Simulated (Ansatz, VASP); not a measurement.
**One calculation of CuF, two programs**

```
Cu F
1.0
     0.00000    2.92281    2.93748
     1.86705    0.00000    2.93748
     1.86705    2.92281    0.00000
Cu F
1 1
Cartesian
  0.0000 0.0000 0.0000
  1.8671 2.9228 2.9375
```

Alike in both runs: functional PBE; k mesh 6 × 6 × 6; occupations gaussian, width 0.1 eV; no spin polarisation.

Ansatz relaxed the structure, and its values are those at the end. VASP's run is a single point on that final structure, the one shown.

```csv
,VASP,Ansatz
version,VASP 6.6.1,Ansatz 0.2.0
potentials or method,"VASP PAW PBE potentials, release 64 (Cu_sv_GW, F), cutoff 820 eV","scalar-relativistic, plane waves, PAW"
valence electrons in the cell,26,26
```

|  | VASP | Ansatz | Ansatz less VASP |
| --- | --- | --- | --- |
| gap on the k mesh at the Fermi level (eV) | 0.61 | 0.61 | +0.003 |
| least direct gap on the mesh (eV) | 1.22 | 1.21 | -0.007 |
| pressure (GPa) | -0.2 | 0.2 | +0.39 |

With one functional, cell and mesh, what is left measures potentials, basis and numerics.
